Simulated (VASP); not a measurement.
# GaP (I-4m2) in VASP: single point with HSE06

Aim: the single point of GaP with HSE06.

All numbers are computed with VASP 6.6.1; they aren't measurements. Logs are shortened: lines on timing, memory, paths and dates and some standing lists are left out, and cuts for length are marked.

### Step 1. The cell of the first run

Symmetry: I-4m2, No. 119, tetragonal system. Conventional cell: a = 3.854 Å, b = 3.854 Å, c = 5.723 Å, α = 90.00°, β = 90.00°, γ = 90.00°. Within 3.2 Å of Ga (site symmetry -4m2) lie 4 P at 2.40 Å. P (site symmetry -4m2) has 4 Ga at 2.40 Å within 3.2 Å.

### Step 2. Single point, HSE06 (uniaxial z strain +5.0%)

Input file POSCAR:

```
GaP
1.0
    0.0000000000      2.7253992947      2.8616692594
    2.7253992947      0.0000000000      2.8616692594
    2.7253992947      2.7253992947      0.0000000000
Ga P
1 1
Direct
    0.0000000000      0.0000000000      0.0000000000
    0.2500000000      0.2500000000      0.2500000000
```

Input file INCAR.step1:

```
SYSTEM = GaP
ALGO = Normal ; EDIFF = 1E-5
ENCUT = 520 ; GGA = PE
ISIF = 2 ; ISMEAR = 0
LASPH = .TRUE. ; LCHARG = .FALSE.
LREAL = .FALSE. ; LWAVE = .TRUE.
NBANDS = 16 ; NELM = 60
PREC = Accurate ; SIGMA = 0.01
```

Input file INCAR.step2:

```
SYSTEM = GaP
ALGO = Normal ; EDIFF = 1E-6
ENCUT = 520 ; GGA = PE
HFSCREEN = 0.2079 ; ISIF = 2
ISMEAR = 0 ; ISTART = 1
LASPH = .TRUE. ; LCHARG = .FALSE.
LHFCALC = .TRUE. ; LREAL = .FALSE.
LWAVE = .FALSE. ; NBANDS = 16
NELM = 60 ; PREC = Accurate
PRECFOCK = Normal ; SIGMA = 0.01
```

Input file KPOINTS:

```
k-points
0
G
  6 6 6
  0 0 0
```

Potentials or basis: VASP PAW PBE potentials, release 64 (Ga_d, P).

Run with:

```
$ cat potpaw_PBE.64/Ga_d/POTCAR potpaw_PBE.64/P/POTCAR > POTCAR
$ cp INCAR.step1 INCAR
$ mpirun -np 1 vasp_std > vasp.out
$ cp INCAR.step2 INCAR
$ mpirun -np 1 vasp_std > vasp.out
```

OUTCAR:

```text
SYSTEM = GaP
   EDIFF = 1E-6
   ENCUT = 520
   GGA = PE
   HFSCREEN = 0.2079
   ISIF = 2
   ISMEAR = 0
   ISTART = 1
   LASPH = .TRUE.
   LHFCALC = .TRUE.
   LREAL = .FALSE.
   NELM = 60
   PREC = Accurate
   PRECFOCK = Normal

 ion  position               nearest neighbor table
   1  0.000  0.000  0.000-   2 2.40   2 2.40   2 2.40   2 2.40
   2  0.250  0.250  0.250-   1 2.40   1 2.40   1 2.40   1 2.40

  LATTYP: Found a body centered tetragonal cell.
 ALAT       =     3.8542966454
 C/A-ratio  =     1.4849242405

  Lattice vectors:

 A1 = (  -2.7253992947,   0.0000000000,   2.8616692594)
 A2 = (   2.7253992947,   0.0000000000,   2.8616692594)
 A3 = (   0.0000000000,   2.7253992947,  -2.8616692594)

Analysis of symmetry for initial positions (statically):
=====================================================================
 Subroutine PRICEL returns:
 Original cell was already a primitive cell.

 Routine SETGRP: Setting up the symmetry group for a
 body centered tetragonal supercell.

 Subroutine GETGRP returns: Found  8 space group operations
 (whereof  8 operations were pure point group operations)
 out of a pool of 16 trial point group operations.

The static configuration has the point symmetry D_2d.

Analysis of symmetry for dynamics (positions and initial velocities):
=====================================================================
 Subroutine PRICEL returns:
 Original cell was already a primitive cell.

 Routine SETGRP: Setting up the symmetry group for a
 body centered tetragonal supercell.

 Subroutine GETGRP returns: Found  8 space group operations
 (whereof  8 operations were pure point group operations)
 out of a pool of 16 trial point group operations.

The dynamic configuration has the point symmetry D_2d.

 Subroutine INISYM returns: Found  8 space group operations
 (whereof  8 operations are pure point group operations),
 and found     1 'primitive' translations

----------------------------------------------------------------------------------------

                                     Primitive cell

  volume of cell :      42.5118

  direct lattice vectors                    reciprocal lattice vectors
     0.000000000  2.725399295  2.861669259    -0.183459356  0.183459356  0.174723196
     2.725399295  0.000000000  2.861669259     0.183459356 -0.183459356  0.174723196
     2.725399295  2.725399295  0.000000000     0.183459356  0.183459356 -0.174723196

  length of vectors
     3.951828977  3.951828977  3.854296645     0.312798443  0.312798443  0.312798443

  position of ions in fractional coordinates (direct lattice)
     0.000000000  0.000000000  0.000000000
     0.250000000  0.250000000  0.250000000

  ion indices of the primitive-cell ions
   primitive index   ion index
                 1           1
                 2           2

----------------------------------------------------------------------------------------

 KPOINTS: k-points

Automatic generation of k-mesh.
 Grid dimensions read from file:
 generate k-points for:    6    6    6

 Generating k-lattice:

  Cartesian coordinates                     Fractional coordinates (reciprocal lattice)
    -0.030576559  0.030576559  0.029120533     0.166666667  0.000000000  0.000000000
     0.030576559 -0.030576559  0.029120533     0.000000000  0.166666667  0.000000000
     0.030576559  0.030576559 -0.029120533    -0.000000000 -0.000000000  0.166666667

  Length of vectors
     0.052133074  0.052133074  0.052133074

  Shift w.r.t. Gamma in fractional coordinates (k-lattice)
     0.000000000  0.000000000  0.000000000

 Subroutine IBZKPT returns following result:
 ===========================================

 Found     30 irreducible k-points:

 Following reciprocal coordinates:
            Coordinates               Weight
  0.000000  0.000000  0.000000      1.000000
  0.166667  0.000000  0.000000      8.000000
  0.333333  0.000000  0.000000      8.000000
  0.500000 -0.000000  0.000000      4.000000
  0.166667  0.166667  0.000000      2.000000
  0.333333  0.166667  0.000000      8.000000
[... 16 lines left out ...]
  0.333333  0.000000  0.333333      4.000000
  0.500000 -0.000000  0.333333     16.000000
 [... further k-points ...]
   k-points           NKPTS =     30   k-points in BZ     NKDIM =    216   number of bands    NBANDS=     16
   number of dos      NEDOS =    301   number of ions     NIONS =      2
   total plane-waves  NPLWV =  27000
   dimension x,y,z NGX =    30 NGY =   30 NGZ =   30
   dimension x,y,z NGXF=    60 NGYF=   60 NGZF=   60
   ions per type =               1   1
   NGX,Y,Z   is equivalent  to a cutoff of  12.62, 12.62, 12.94 a.u.
   NGXF,Y,Z  is equivalent  to a cutoff of  25.24, 25.24, 25.88 a.u.
 SYSTEM =  GaP
   PREC   = accura    normal or accurate (medium, high low for compatibility)
   ISTART =      1    job   : 0-new  1-cont  2-samecut
   ICHARG =      0    charge: 1-file 2-atom 10-const
   ISPIN  =      1    spin polarized calculation?
   LNONCOLLINEAR =      F non collinear calculations
   LSORBIT =      F    spin-orbit coupling
   LASPH  =      T    aspherical Exc in radial PAW
   ENCUT  =  520.0 eV  38.22 Ry    6.18 a.u.   7.35  7.35  7.17*2*pi/ulx,y,z
   NELM   =     60;   NELMIN=  2; NELMDL=  0     # of ELM steps
   EDIFF  = 0.1E-05   stopping-criterion for ELM
   LREAL  =      F    real-space projection
   EDIFFG = 0.1E-04   stopping-criterion for IOM
   NSW    =      0    number of steps for IOM
   IBRION =     -1    ionic relax: 0-MD 1-quasi-New 2-CG
   NFREE  =      0    steps in history (QN), initial steepest desc. (CG)
   ISIF   =      2    stress and relaxation
   ISYM   =      3    0-nonsym 1-usesym 2-fastsym
   POTIM  = 0.5000    time-step for ionic-motion
   TEBEG  =    0.0;   TEEND  =   0.0 temperature during run
   PSTRESS=    0.0 pullay stress
   NELECT =      18.0000    total number of electrons
   NUPDOWN=      -1.0000    fix difference up-down
   EMIN   =  10.00;   EMAX   =-10.00  energy-range for DOS
   EFERMI =   0.00;   METHOD = LEGACY
   ISMEAR =     0;   SIGMA  =   0.01  broadening in eV -4-tet -1-fermi 0-gaus
   EFERMI_NEDOS =   21; number of points for ismear=-14 and -15
   IALGO  =     38    algorithm
   IMIX   =      1    mixing-type and parameters
     AMIX     =   0.40;   BMIX     =  1.00
     AMIX_MAG =   1.60;   BMIX_MAG =  1.00
  volume/ion in A,a.u.               =      21.26       143.44
  Fermi-wavevector in a.u.,A,eV,Ry     =   1.229313  2.323064 20.561262  1.511210
  Thomas-Fermi vector in A             =   2.364205
   LORBIT       =      0    0 simple, 1 ext, 2 COOP (PROOUT), +10 PAW based schemes
   GGA     = PE    functional components
   LHFCALC =     T    Hartree Fock is set to
   PRECFOCK=normal    Normal, Fast or Accurate (Low or Medium for compatibility)
   ENCUT4O =  -1.0   cutoff for four orbital integrals eV
   NKREDX  =     1    reduce k-point grid by
   NKREDY  =     1    reduce k-point grid by
   NKREDZ  =     1    reduce k-point grid by
   AEXX    =    0.2500 exact exchange contribution
   HFSCREEN=    0.2079 screening length (either q_TF or 0.3 A-1)
   HFSCREENC=   0.2079 screening length for correlation (either q_TF or 0.3 A-1)
   ENCUTFOCK=  -1.0 apply spherical cutoff to Coloumb kernel
   IVDW    =     0    specifies the selected vdW correction
   LEPSILON=     F    determine dielectric tensor
   LRPA    =     F    only Hartree local field effects (RPA)
 non-spin polarized calculation
 Gauss-broadening in eV      SIGMA  =   0.01
  energy-cutoff  :      520.00
  volume of cell :       42.51
 maximum number of plane-waves:      1160
 NGX is ok and might be reduce to    30
  NGX = 24; NGY = 24; NGZ = 24

 number of electron      18.0000006 magnetization

 Free energy of the ion-electron system (eV)
  ---------------------------------------------------
  ext. energy  EPLUGINS =         0.00000000
  ---------------------------------------------------
  free energy    TOTEN  =       -10.74284905 eV

  energy without entropy =      -10.74284905  energy(sigma->0) =      -10.74284905

 E-fermi :   3.9422     XC(G=0):  -7.9864

 val. band max:        3.8379702688   @ k =   0.0000   0.0000   0.0000
 cond. band min:       6.0199124875   @ k =   0.5000  -0.0000   0.0000
 fundamental gap:      2.1819422187
 Fermi energy:         3.9422426657

 k-point     1 :       0.0000    0.0000    0.0000
  band No.  band energies     occupation
      1     -13.2822      2.00000
      2     -13.2674      2.00000
      3     -13.2674      2.00000
      4     -13.1910      2.00000
      5     -13.1799      2.00000
      6      -9.6601      2.00000
[... 8 lines left out ...]
     15      14.0752      0.00000
     16      15.0143      0.00000

 k-point     2 :       0.1667    0.0000    0.0000
  band No.  band energies     occupation
      1     -13.2862      2.00000
      2     -13.2689      2.00000
      3     -13.2615      2.00000
      4     -13.1916      2.00000
      5     -13.1791      2.00000
      6      -9.3006      2.00000
[... 8 lines left out ...]
     15      13.9784      0.00000
     16      14.7005      0.00000

 k-point     3 :       0.3333    0.0000    0.0000
  band No.  band energies     occupation
      1     -13.3074      2.00000
      2     -13.2604      2.00000
      3     -13.2518      2.00000
      4     -13.1908      2.00000
      5     -13.1754      2.00000
      6      -8.3442      2.00000
[... 8 lines left out ...]
     15      14.3680      0.00000
     16      14.6799      0.00000

 k-point     4 :       0.5000   -0.0000    0.0000
  band No.  band energies     occupation
      1     -13.3185      2.00000
      2     -13.2566      2.00000
      3     -13.2482      2.00000
      4     -13.1891      2.00000
      5     -13.1722      2.00000
      6      -7.5934      2.00000
[... 8 lines left out ...]
     15      16.3432      0.00000
     16      16.6909      0.00000
[... 324 lines left out ...]
 k-point    22 :      -0.3333    0.5000    0.1667
  band No.  band energies     occupation
      1     -13.3401      2.00000
      2     -13.2360      2.00000
      3     -13.2228      2.00000
      4     -13.1928      2.00000
      5     -13.1829      2.00000
      6      -6.7183      2.00000
[... 8 lines left out ...]
     15      16.6223      0.00000
     16      18.3402      0.00000

 k-point    23 :       0.3333    0.0000    0.3333
  band No.  band energies     occupation
      1     -13.3301      2.00000
      2     -13.2395      2.00000
      3     -13.2343      2.00000
      4     -13.2090      2.00000
      5     -13.1682      2.00000
      6      -7.8189      2.00000
[... 8 lines left out ...]
     15      16.0814      0.00000
     16      19.2196      0.00000

 k-point    24 :       0.5000   -0.0000    0.3333
  band No.  band energies     occupation
      1     -13.3376      2.00000
      2     -13.2339      2.00000
      3     -13.2300      2.00000
      4     -13.2094      2.00000
      5     -13.1675      2.00000
      6      -6.9655      2.00000
[... 8 lines left out ...]
     15      16.7316      0.00000
     16      18.1986      0.00000

 [... further k-points ...]

------------------------ aborting loop because EDIFF is reached ----------------------------------------

  FORCE on cell =-STRESS in cart. coord.  units (eV):
  Direction    XX          YY          ZZ          XY          YZ          ZX
  --------------------------------------------------------------------------------------
  -------------------------------------------------------------------------------------
  Total       -0.5345828     -0.5345828     -1.6681154      0.0000000      0.0000000      0.0000000
  in kB      -20.1472530    -20.1472530    -62.8676124      0.0000000      0.0000000      0.0000000
  external PRESSURE =     -34.3873728 kB  Pullay stress =       0.0000000 kB

 VOLUME and BASIS-vectors are now :
 -----------------------------------------------------------------------------
  energy-cutoff  :      520.00
  volume of cell :       42.51
      direct lattice vectors                 reciprocal lattice vectors
     0.000000000  2.725399295  2.861669259    -0.183459356  0.183459356  0.174723196
     2.725399295  0.000000000  2.861669259     0.183459356 -0.183459356  0.174723196
     2.725399295  2.725399295  0.000000000     0.183459356  0.183459356 -0.174723196

 POSITION                                       TOTAL-FORCE (eV/Angst)
 -----------------------------------------------------------------------------------
      0.00000      0.00000      0.00000         0.000000      0.000000     -0.000000
      1.36270      1.36270      1.43083        -0.000000     -0.000000      0.000000
 -----------------------------------------------------------------------------------
    total drift:                                0.000000     -0.000001      0.000000

  FREE ENERGIE OF THE ION-ELECTRON SYSTEM (eV)
  ---------------------------------------------------
  free  energy   TOTEN  =       -10.7428490539 eV

  energy  without entropy=      -10.7428490539  energy(sigma->0) =      -10.74284905
```

Wall time 2 h (1 thread of Oxide Virtual Turin-like, shared host); peak memory 0.27 GiB.

Results:

```
Free energy            : -10.7428 eV
Pressure               : -3.4 GPa
Band gap on the k mesh : 2.18 eV (least direct gap 2.23 eV)
```

Stress tensor (GPa, compression positive):
```
-2.01  0.00  0.00
 0.00 -2.01  0.00
 0.00  0.00 -6.29
```

Caveat: the cell differs from its parent crystal (uniaxial z strain +5.0%); the cell stands under tension; the PAW data sets were made with another functional, which shifts forces and pressure a little.
